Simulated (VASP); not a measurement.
# CdS (Hawleyite) (F-43m) in VASP: notebook, part 2 of 2

VASP 6.6.1. The steps go on from the part before.

### Step 4. Single point, PBE+D3(BJ), non-collinear spin, zero start, spin-orbit coupling

This run uses another cell than the first one, of 24.31 Å³/atom, 1.043 times its volume.

The input, INCAR:

```
SYSTEM = CdS
PREC = Accurate
ENCUT = 520
EDIFF = 1E-6
ISMEAR = -1
SIGMA = 0.1
LREAL = .FALSE.
LASPH = .TRUE.
NELM = 150
ALGO = Normal
ISIF = 2
LWAVE = .FALSE.
LCHARG = .FALSE.
MAGMOM = 0 0 0 0 0 0
LORBIT = 11
LSORBIT = .TRUE.
GGA_COMPAT = .FALSE.
LORBMOM = .TRUE.
GGA = PE
IVDW = 12
NBANDS = 30
```

The input, KPOINTS:

```
regular mesh
0
G
  8 8 8
  0 0 0
```

The input, POSCAR:

```
CdS
1.0
    0.0000000000      2.8969255847      2.8969255847
    2.8969255847      0.0000000000      2.8969255847
    2.8969255847      2.8969255847      0.0000000000
Cd S
1 1
Direct
    0.0000000000      0.0000000000      0.0000000000
    0.7500000000      0.7500000000      0.7500000000
```

Potentials or basis: VASP PAW PBE potentials, release 64 (Cd, S).

On the command line:

```sh
$ cat potpaw_PBE.64/Cd/POTCAR potpaw_PBE.64/S/POTCAR > POTCAR
$ mpirun -np 1 vasp_ncl > vasp.out
```

OUTCAR:

```text
SYSTEM = CdS
   PREC = Accurate
   ENCUT = 520
   EDIFF = 1E-6
   ISMEAR = -1
   LREAL = .FALSE.
   LASPH = .TRUE.
   NELM = 150
   ISIF = 2
   LORBIT = 11
   LSORBIT = .TRUE.
   GGA = PE
   IVDW = 12
 IVDW          = 12

 ion  position               nearest neighbor table
   1  0.000  0.000  0.000-   2 2.51   2 2.51   2 2.51   2 2.51
   2  0.750  0.750  0.750-   1 2.51   1 2.51   1 2.51   1 2.51

  LATTYP: Found a face centered cubic cell.
 ALAT       =     5.7938511694

  Lattice vectors:

 A1 = (   0.0000000000,   2.8969255847,   2.8969255847)
 A2 = (   2.8969255847,   0.0000000000,   2.8969255847)
 A3 = (   2.8969255847,   2.8969255847,   0.0000000000)

Analysis of symmetry for initial positions (statically):
=====================================================================
 Subroutine PRICEL returns:
 Original cell was already a primitive cell.

 Routine SETGRP: Setting up the symmetry group for a
 face centered cubic supercell.

 Subroutine GETGRP returns: Found 24 space group operations
 (whereof 24 operations were pure point group operations)
 out of a pool of 48 trial point group operations.

The static configuration has the point symmetry T_d .

[... 1057 lines left out ...]
     0.0000000     0.0000000     0.0000000     0.0000000     0.0000000     0.0000000     0.0000000
     0.0000000     0.0000000     0.0000000     0.0000000     0.0000000     0.0000000     0.0000000
     0.0000000     0.0000000     0.0000000     0.0000000     0.0000000     0.0000000     0.0000000
     0.0000000     0.0000000     0.0000000     0.0000000     0.0000000     0.0000000     0.0000000

 Ion:    2  E_soc:     -0.0021169
 l=   1
     0.0000000    -0.0003528    -0.0003528
    -0.0003528     0.0000000    -0.0003528
    -0.0003528    -0.0003528     0.0000000
 l=   2
     0.0000000     0.0000000     0.0000000     0.0000000     0.0000000
     0.0000000     0.0000000     0.0000000     0.0000000     0.0000000
     0.0000000     0.0000000     0.0000000     0.0000000     0.0000000
     0.0000000     0.0000000     0.0000000     0.0000000     0.0000000
     0.0000000     0.0000000     0.0000000     0.0000000     0.0000000
 l=   3
     0.0000000     0.0000000     0.0000000     0.0000000     0.0000000     0.0000000     0.0000000
     0.0000000     0.0000000     0.0000000     0.0000000     0.0000000     0.0000000     0.0000000
     0.0000000     0.0000000     0.0000000     0.0000000     0.0000000     0.0000000     0.0000000
     0.0000000     0.0000000     0.0000000     0.0000000     0.0000000     0.0000000     0.0000000
     0.0000000     0.0000000     0.0000000     0.0000000     0.0000000     0.0000000     0.0000000
     0.0000000     0.0000000     0.0000000     0.0000000     0.0000000     0.0000000     0.0000000
     0.0000000     0.0000000     0.0000000     0.0000000     0.0000000     0.0000000     0.0000000

 total charge

# of ion       s       p       d       tot
------------------------------------------
    1        0.431   0.341   9.565  10.336
    2        1.322   2.413   0.000   3.735
--------------------------------------------------
tot          1.753   2.754   9.565  14.072

 magnetization (x)

# of ion       s       p       d       tot
------------------------------------------
    1        0.000  -0.000  -0.000  -0.000
    2       -0.000   0.000   0.000   0.000
--------------------------------------------------
tot          0.000   0.000  -0.000  -0.000

 magnetization (y)

# of ion       s       p       d       tot
------------------------------------------
    1        0.000   0.000  -0.000   0.000
    2        0.000   0.000   0.000   0.000
--------------------------------------------------
tot          0.000   0.000  -0.000   0.000

 magnetization (z)

# of ion       s       p       d       tot
------------------------------------------
    1       -0.000  -0.000   0.000  -0.000
    2        0.000  -0.000   0.000  -0.000
--------------------------------------------------
tot         -0.000  -0.000   0.000  -0.000
```

OSZICAR:

```text
N       E                     dE             d eps       ncg     rms          rms(c)
DAV:   1     0.127538690052E+03    0.12754E+03   -0.87399E+03  2596   0.110E+03
DAV:   2     0.217046233913E+00   -0.12732E+03   -0.12095E+03  2832   0.292E+02
DAV:   3    -0.660383630259E+01   -0.68209E+01   -0.67741E+01  3086   0.690E+01
DAV:   4    -0.666680741373E+01   -0.62971E-01   -0.62945E-01  2960   0.643E+00
DAV:   5    -0.666772985537E+01   -0.92244E-03   -0.92242E-03  3098   0.759E-01    0.863E+00
DAV:   6    -0.614073585603E+01    0.52699E+00   -0.72640E-01  3442   0.127E+01    0.674E+00
DAV:   7    -0.612710909656E+01    0.13627E-01   -0.29695E-01  2970   0.388E+00    0.332E+00
DAV:   8    -0.612727920690E+01   -0.17011E-03   -0.30363E-02  2896   0.234E+00    0.462E-01
DAV:   9    -0.612638297931E+01    0.89623E-03   -0.37646E-03  2928   0.106E+00    0.249E-01
DAV:  10    -0.612654581274E+01   -0.16283E-03   -0.60474E-04  2910   0.186E-01    0.686E-02
DAV:  11    -0.612664759974E+01   -0.10179E-03   -0.26356E-04  3060   0.220E-01    0.522E-02
DAV:  12    -0.612665251543E+01   -0.49157E-05   -0.81921E-05  2814   0.104E-01    0.128E-02
DAV:  13    -0.612665295068E+01   -0.43525E-06   -0.61679E-06  2968   0.185E-02
   1 F= -.67540722E+01 E0= -.67540475E+01  d E =-.494029E-04  mag=     0.0000     0.0000     0.0000
```

stdout:

```text
POSCAR found type information on POSCAR CdS
 POSCAR found :  2 types and       2 ions
 scaLAPACK will be used
 LDA part: xc-table for (Slater+PW92), standard interpolation
 POSCAR, INCAR and KPOINTS ok, starting setup
 FFT: planning ... GRIDC
 FFT: planning ... GRID_SOFT
 FFT: planning ... GRID
 WAVECAR not read
 entering main loop
```

It took 3.8 min on 1 thread of Intel Xeon 8259CL, shared host; peak memory 0.33 GiB.

What came out:

```
Free energy                                           : -6.7541 eV
Pressure                                              : 2.3 GPa
Net moment                                            : 0.00 μB per cell
Valence electrons inside the program's atomic spheres : Cd 10.34; S 3.73
Dispersion energy per atom                            : -0.314 eV
```

Moments on the atoms (μB; x, y, z):
```
Cd  0.00 0.00 0.00
S   0.00 0.00 0.00
```

### Step 5. Summary

```tsv
cell	pressure (GPa)	moment (μB)
a = 4.040 Å, angles 60.0°, 2 atoms	5.4	0.00
a = 4.069 Å, angles 60.0°, 2 atoms	3.7	0.00
a = 4.097 Å, angles 60.0°, 2 atoms	2.3	0.00
```

Alike in all rows: task single point; level PBE+D3(BJ); potentials or basis VASP PAW PBE potentials, release 64 (Cd, S); spin non-collinear, zero start, SOC; k mesh 8 × 8 × 8; cutoff (eV) 520; smearing fermi-dirac 0.1 eV.

Absolute energies hang on the potentials; compare differences alone.
